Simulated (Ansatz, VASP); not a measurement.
Two plane-wave programs on Be

```
CELL_PARAMETERS angstrom
2.29440 0.00000 0.00000
-1.14720 1.98701 0.00000
0.00000 0.00000 3.60812
ATOMIC_POSITIONS crystal
Be 0.33333 0.66667 0.25000
Be 0.66667 0.33333 0.75000
```

Alike in both runs: task single point; functional r2SCAN; k mesh 26 × 26 × 15; occupations fermi-dirac, width 0.1 eV; no spin polarisation.

```csv
,VASP,Ansatz
version,VASP 6.6.1,Ansatz 0.2.0
potentials or method,"VASP PAW PBE potentials, release 64 (Be), cutoff 520 eV","plane waves (500 eV) with PAW, scalar-relativistic"
valence electrons in the cell,4,4
```

|  | VASP | Ansatz | Ansatz less VASP |
| --- | --- | --- | --- |
| pressure (GPa) | -4.4 | -4.6 | -0.17 |
| traceless stress, the component that is largest in VASP (GPa) | 0.42 | 0.37 | -0.056 |

VASP's potentials were made for PBE, not for r2SCAN.
